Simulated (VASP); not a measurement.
# AlFe (R-3m) in VASP: further runs

AlFe is run at these levels: LDA; tasks: single point.

Everything below comes from runs of VASP 6.6.1. Logs are shortened: lines on timing, memory, paths and dates and some standing lists are left out, and cuts for length are marked.

### 1 The cell of the first run

The structure is trigonal, space group R-3m (No. 166). The conventional cell has a = 4.075 Å, b = 4.075 Å, c = 5.141 Å, α = 90.00°, β = 90.00°, γ = 120.00°. Al (site symmetry -3m) has 8 Fe at 2.50 to 2.57 Å and 6 Al at 2.91 Å within 3.3 Å. Fe (site symmetry -3m) has 8 Al at 2.50 to 2.57 Å and 6 Fe at 2.91 Å within 3.3 Å.

### 2 Single point, LDA, collinear spin, ferromagnetic start (stretched by +2 % along [0.577, 0.577, 0.577] at fixed volume)

INCAR reads:

```
ALGO = Normal ; EDIFF = 1E-7
ENCUT = 520 ; ISIF = 2
ISMEAR = -1 ; ISPIN = 2
LASPH = True ; LCHARG = False
LMAXMIX = 4 ; LORBIT = 11
LREAL = False ; LWAVE = False
MAGMOM = 0 3 ; NBANDS = 16
NELM = 150 ; PREC = Accurate
SIGMA = 0.05
```

KPOINTS reads:

```
k-points
0
Gamma
  8 8 8
```

POSCAR reads:

```
AlFe
1.0
    2.9102862334      0.0289568833      0.0289568833
    0.0289568833      2.9102862334      0.0289568833
    0.0289568833      0.0289568833      2.9102862334
Al Fe
1 1
Direct
    0.0000000000      0.0000000000      0.0000000000
    0.5000000000      0.5000000000      0.5000000000
```

Potentials or basis: VASP PAW LDA potentials, release 64 (Al, Fe).

Run with:

```bash
> cat potpaw_LDA.64/Al/POTCAR potpaw_LDA.64/Fe/POTCAR > POTCAR
> mpirun -np 1 vasp_std > vasp.out
```

OUTCAR:

```text
EDIFF = 1E-7
   ENCUT = 520
   ISIF = 2
   ISMEAR = -1
   ISPIN = 2
   LASPH = True
   LORBIT = 11
   LREAL = False
   NELM = 150
   PREC = Accurate

 ion  position               nearest neighbor table
   1  0.000  0.000  0.000-   2 2.50   2 2.50   2 2.50   2 2.50   2 2.50   2 2.50   2 2.57   2 2.57

   2  0.500  0.500  0.500-   1 2.50   1 2.50   1 2.50   1 2.50   1 2.50   1 2.50   1 2.57   1 2.57

  LATTYP: Found a trigonal (rhomboedric) cell.
 ALAT       =     2.9105743355
 COS(alpha) =     0.0199947210

  Lattice vectors:

 A1 = (   2.9102862334,   0.0289568833,   0.0289568833)
 A2 = (   0.0289568833,   2.9102862334,   0.0289568833)
 A3 = (   0.0289568833,   0.0289568833,   2.9102862334)

Analysis of symmetry for initial positions (statically):
=====================================================================
 Subroutine PRICEL returns:
 Original cell was already a primitive cell.

 Routine SETGRP: Setting up the symmetry group for a
 trigonal (rhombohedral) supercell.

 Subroutine GETGRP returns: Found 12 space group operations
 (whereof 12 operations were pure point group operations)
 out of a pool of 12 trial point group operations.

The static configuration has the point symmetry D_3d.

Analysis of symmetry for dynamics (positions and initial velocities):
=====================================================================
 Subroutine PRICEL returns:
 Original cell was already a primitive cell.

 Routine SETGRP: Setting up the symmetry group for a
 trigonal (rhombohedral) supercell.

 Subroutine GETGRP returns: Found 12 space group operations
 (whereof 12 operations were pure point group operations)
 out of a pool of 12 trial point group operations.

The dynamic configuration has the point symmetry D_3d.

Analysis of structural, dynamic, and magnetic symmetry:
=====================================================================
 Subroutine PRICEL returns:
 Original cell was already a primitive cell.

 Routine SETGRP: Setting up the symmetry group for a
 trigonal (rhombohedral) supercell.

 Subroutine GETGRP returns: Found 12 space group operations
 (whereof 12 operations were pure point group operations)
 out of a pool of 12 trial point group operations.

The overall configuration has the point symmetry D_3d.

 Subroutine INISYM returns: Found 12 space group operations
 (whereof 12 operations are pure point group operations),
 and found     1 'primitive' translations

----------------------------------------------------------------------------------------

                                     Primitive cell

  volume of cell :      24.6422

  direct lattice vectors                    reciprocal lattice vectors
     2.910286233  0.028956883  0.028956883     0.343676191 -0.003385835 -0.003385835
     0.028956883  2.910286233  0.028956883    -0.003385835  0.343676191 -0.003385835
     0.028956883  0.028956883  2.910286233    -0.003385835 -0.003385835  0.343676191

  length of vectors
     2.910574336  2.910574336  2.910574336     0.343709546  0.343709546  0.343709546

  position of ions in fractional coordinates (direct lattice)
     0.000000000  0.000000000  0.000000000
     0.500000000  0.500000000  0.500000000

  ion indices of the primitive-cell ions
   primitive index   ion index
                 1           1
                 2           2

----------------------------------------------------------------------------------------

 KPOINTS: k-points

Automatic generation of k-mesh.
 Grid dimensions read from file:
 generate k-points for:    8    8    8

 Generating k-lattice:

  Cartesian coordinates                     Fractional coordinates (reciprocal lattice)
     0.042959524 -0.000423229 -0.000423229     0.125000000  0.000000000  0.000000000
    -0.000423229  0.042959524 -0.000423229     0.000000000  0.125000000  0.000000000
    -0.000423229 -0.000423229  0.042959524     0.000000000  0.000000000  0.125000000

  Length of vectors
     0.042963693  0.042963693  0.042963693

  Shift w.r.t. Gamma in fractional coordinates (k-lattice)
     0.000000000  0.000000000  0.000000000

 Subroutine IBZKPT returns following result:
 ===========================================

 Found     65 irreducible k-points:

 Following reciprocal coordinates:
            Coordinates               Weight
  0.000000  0.000000  0.000000      1.000000
  0.125000 -0.000000  0.000000      6.000000
  0.250000 -0.000000  0.000000      6.000000
  0.375000  0.000000  0.000000      6.000000
  0.500000 -0.000000  0.000000      3.000000
  0.125000  0.125000 -0.000000      6.000000
[... 16 lines left out ...]
  0.250000  0.125000  0.125000      6.000000
  0.375000  0.125000  0.125000      6.000000
 [... further k-points ...]
   k-points           NKPTS =     65   k-points in BZ     NKDIM =     65   number of bands    NBANDS=     16
   number of dos      NEDOS =    301   number of ions     NIONS =      2
   total plane-waves  NPLWV =  13824
   dimension x,y,z NGX =    24 NGY =   24 NGZ =   24
   dimension x,y,z NGXF=    48 NGYF=   48 NGZF=   48
   ions per type =               1   1
   NGX,Y,Z   is equivalent  to a cutoff of  13.71, 13.71, 13.71 a.u.
   NGXF,Y,Z  is equivalent  to a cutoff of  27.42, 27.42, 27.42 a.u.
 SYSTEM =  unknown system
   PREC   = accura    normal or accurate (medium, high low for compatibility)
   ISTART =      0    job   : 0-new  1-cont  2-samecut
   ICHARG =      2    charge: 1-file 2-atom 10-const
   ISPIN  =      2    spin polarized calculation?
   LNONCOLLINEAR =      F non collinear calculations
   LSORBIT =      F    spin-orbit coupling
   LASPH  =      T    aspherical Exc in radial PAW
   ENCUT  =  520.0 eV  38.22 Ry    6.18 a.u.   5.41  5.41  5.41*2*pi/ulx,y,z
   NELM   =    150;   NELMIN=  2; NELMDL= -5     # of ELM steps
   EDIFF  = 0.1E-06   stopping-criterion for ELM
   LREAL  =      F    real-space projection
   EDIFFG = 0.1E-05   stopping-criterion for IOM
   NSW    =      0    number of steps for IOM
   IBRION =     -1    ionic relax: 0-MD 1-quasi-New 2-CG
   NFREE  =      0    steps in history (QN), initial steepest desc. (CG)
   ISIF   =      2    stress and relaxation
   ISYM   =      2    0-nonsym 1-usesym 2-fastsym
   POTIM  = 0.5000    time-step for ionic-motion
   TEBEG  =    0.0;   TEEND  =   0.0 temperature during run
   PSTRESS=    0.0 pullay stress
   NELECT =      11.0000    total number of electrons
   NUPDOWN=      -1.0000    fix difference up-down
   EMIN   =  10.00;   EMAX   =-10.00  energy-range for DOS
   EFERMI =   0.00;   METHOD = LEGACY
   ISMEAR =    -1;   SIGMA  =   0.05  broadening in eV -4-tet -1-fermi 0-gaus
   EFERMI_NEDOS =   21; number of points for ismear=-14 and -15
   IALGO  =     38    algorithm
   IMIX   =      4    mixing-type and parameters
     AMIX     =   0.40;   BMIX     =  1.00
     AMIX_MAG =   1.60;   BMIX_MAG =  1.00
  volume/ion in A,a.u.               =      12.32        83.15
  Fermi-wavevector in a.u.,A,eV,Ry     =   1.251160  2.364349 21.298567  1.565401
  Thomas-Fermi vector in A             =   2.385120
   LORBIT       =     11    0 simple, 1 ext, 2 COOP (PROOUT), +10 PAW based schemes
   GGA     = CA    functional components
   LHFCALC =     F    Hartree Fock is set to
   AEXX    =    0.0000 exact exchange contribution
   IVDW    =     0    specifies the selected vdW correction
   LEPSILON=     F    determine dielectric tensor
   LRPA    =     F    only Hartree local field effects (RPA)
 spin polarized calculation
  energy-cutoff  :      520.00
  volume of cell :       24.64
 maximum number of plane-waves:       679
 NGX is ok and might be reduce to    24
   NGX = 11   NGY = 11   NGZ = 11

 number of electron      10.9999996 magnetization       0.7401076

 Free energy of the ion-electron system (eV)
  ---------------------------------------------------
  ext. energy  EPLUGINS =         0.00000000
  ---------------------------------------------------
  free energy    TOTEN  =       -14.19219262 eV

  energy without entropy =      -14.17190882  energy(sigma->0) =      -14.18205072

 E-fermi :   7.4310     XC(G=0): -12.1975

 val. band max:        7.3978321517   @ k =   0.1250   0.1250  -0.0000
 cond. band min:       7.4312249314   @ k =  -0.3750   0.3750   0.2500
 fundamental gap:      0.0333927797
 Fermi energy:         7.4310115344

 spin component 1

 k-point     1 :       0.0000    0.0000    0.0000
  band No.  band energies     occupation
      1      -2.7400      1.00000
      2       4.9808      1.00000
      3       4.9808      1.00000
      4       7.0969      0.99875
      5       7.0969      0.99875
      6       7.1314      0.99751
[... 8 lines left out ...]
     15      28.5848      0.00000
     16      30.3724      0.00000
[... 419 lines left out ...]
 k-point    24 :       0.3750    0.1250    0.1250
  band No.  band energies     occupation
      1       0.1345      1.00000
      2       3.6767      1.00000
      3       5.5536      1.00000
      4       6.0048      1.00000
      5       6.4856      1.00000
      6       6.9136      0.99997
[... 8 lines left out ...]
     15      27.1208      0.00000
     16      28.1781      0.00000

 [... further k-points ...]

 spin component 2

 k-point     1 :       0.0000    0.0000    0.0000
  band No.  band energies     occupation
      1      -2.6928      1.00000
      2       5.4160      1.00000
      3       5.4160      1.00000
      4       7.7928      0.00072
      5       7.7928      0.00072
      6       7.8777      0.00013
[... 8 lines left out ...]
     15      28.6470      0.00000
     16      30.4111      0.00000
[... 419 lines left out ...]
 k-point    24 :       0.3750    0.1250    0.1250
  band No.  band energies     occupation
      1       0.1867      1.00000
      2       3.8393      1.00000
      3       6.0279      1.00000
      4       6.5736      1.00000
      5       7.1003      0.99866
      6       7.5990      0.03358
[... 8 lines left out ...]
     15      27.2448      0.00000
     16      28.2603      0.00000

 [... further k-points ...]

------------------------ aborting loop because EDIFF is reached ----------------------------------------

  FORCE on cell =-STRESS in cart. coord.  units (eV):
  Direction    XX          YY          ZZ          XY          YZ          ZX
  --------------------------------------------------------------------------------------
  -------------------------------------------------------------------------------------
  Total       -2.4109654     -2.4109654     -2.4109654     -0.3389100     -0.3389100     -0.3389100
  in kB     -156.7554316   -156.7554316   -156.7554316    -22.0351471    -22.0351471    -22.0351471
  external PRESSURE =    -156.7554316 kB  Pullay stress =       0.0000000 kB

 VOLUME and BASIS-vectors are now :
 -----------------------------------------------------------------------------
  energy-cutoff  :      520.00
  volume of cell :       24.64
      direct lattice vectors                 reciprocal lattice vectors
     2.910286233  0.028956883  0.028956883     0.343676191 -0.003385835 -0.003385835
     0.028956883  2.910286233  0.028956883    -0.003385835  0.343676191 -0.003385835
     0.028956883  0.028956883  2.910286233    -0.003385835 -0.003385835  0.343676191

 POSITION                                       TOTAL-FORCE (eV/Angst)
 -----------------------------------------------------------------------------------
      0.00000      0.00000      0.00000         0.000000      0.000000      0.000000
      1.48410      1.48410      1.48410        -0.000000     -0.000000      0.000000
 -----------------------------------------------------------------------------------
    total drift:                                0.000000     -0.000000     -0.000000

  FREE ENERGIE OF THE ION-ELECTRON SYSTEM (eV)
  ---------------------------------------------------
  free  energy   TOTEN  =       -14.1921926244 eV

  energy  without entropy=      -14.1719088181  energy(sigma->0) =      -14.18205072

 total charge

# of ion       s       p       d       tot
------------------------------------------
    1        0.402   0.425   0.000   0.827
    2        0.419   0.470   6.484   7.373
--------------------------------------------------
tot          0.821   0.895   6.484   8.200

 magnetization (x)

# of ion       s       p       d       tot
------------------------------------------
    1       -0.007  -0.014   0.000  -0.021
    2        0.000   0.008   0.753   0.762
--------------------------------------------------
tot         -0.006  -0.005   0.753   0.741
```

It took 23 s on 1 thread of Intel Xeon Platinum 8488C (Sapphire Rapids), shared host; peak memory 0.16 GiB.

What came out:

```
Free energy                                           : -14.1922 eV
Pressure                                              : -15.7 GPa
Net moment                                            : 0.74 μB per cell
Site moments                                          : Al -0.02; Fe +0.76 μB
Valence electrons inside the program's atomic spheres : Al 0.83; Fe 7.37
```

Stress tensor (GPa, compression positive):
```
-15.68  -2.20  -2.20
 -2.20 -15.68  -2.20
 -2.20  -2.20 -15.68
```

Caveat: the cell stands under tension.

### 3 Single point, LDA, collinear spin, ferromagnetic start (stretched by +2 % along [0.577, 0.577, 0.577] at fixed volume)

INCAR reads:

```
SYSTEM = AlFe
ALGO = Normal
EDIFF = 1E-7
ENCUT = 520
ISIF = 2
ISMEAR = -1
ISPIN = 2
LASPH = .TRUE.
LCHARG = .FALSE.
LMAXMIX = 4
LORBIT = 11
LREAL = .FALSE.
LWAVE = .FALSE.
MAGMOM = 0 0.8
NBANDS = 16
NELM = 150
PREC = Accurate
SIGMA = 0.05
```

KPOINTS reads:

```
k-points
0
G
  8 8 8
  0 0 0
```

POSCAR is that of step 2.

Potentials or basis: VASP PAW LDA potentials, release 64 (Al, Fe).

Run with:

```bash
> cat potpaw_LDA.64/Al/POTCAR potpaw_LDA.64/Fe/POTCAR > POTCAR
> mpirun -np 1 vasp_std > vasp.out
```

Wall time 25 s (1 thread of Intel Xeon Platinum 8488C (Sapphire Rapids), shared host); peak memory 0.16 GiB.

Results (log left out):

- Free energy: -14.1922 eV
- Pressure: -15.7 GPa
- Net moment: 0.74 μB per cell
- Site moments: Al -0.02; Fe +0.76 μB
- Valence electrons inside the program's atomic spheres: Al 0.83; Fe 7.37

Stress tensor (GPa, compression positive):
```
-15.68  -2.20  -2.20
 -2.20 -15.68  -2.20
 -2.20  -2.20 -15.68
```

Levels at points of the mesh, in eV from the Fermi level:
Spin up:
| k point | band 4 | band 5 | band 6 | band 7 | band 8 | band 9 |
| --- | --- | --- | --- | --- | --- | --- |
| (0.00, 0.00, 0.00) | -0.33 | -0.33 | -0.30 | 6.05 | 6.05 | 6.21 |
| (0.50, 0.00, 0.00) | -1.26 | -1.20 | -0.21 | 0.75 | 8.66 | 10.78 |
| (0.50, 0.50, 0.00) | -1.90 | -1.01 | -0.99 | 0.32 | 3.01 | 3.84 |
| (0.50, 0.50, 0.50) | 0.36 | 0.36 | 2.57 | 3.08 | 3.08 | 3.89 |
Spin down:
```csv
k point,band 1,band 2,band 3,band 4,band 5,band 6,band 7,band 8,band 9,band 10
"(0.00, 0.00, 0.00)",-10.12,-2.02,-2.02,0.36,0.36,0.45,6.10,6.10,6.26,9.32
"(0.50, 0.00, 0.00)",-6.09,-5.75,-1.38,-0.65,-0.56,0.52,1.32,8.63,10.87,10.88
"(0.50, 0.50, 0.00)",-4.56,-2.14,-2.13,-1.86,-0.35,-0.34,0.93,3.39,4.33,12.15
"(0.50, 0.50, 0.50)",-3.15,-3.04,-3.04,0.97,0.97,2.66,3.18,3.18,3.88,5.89
```

Caveat: the cell stands under tension.
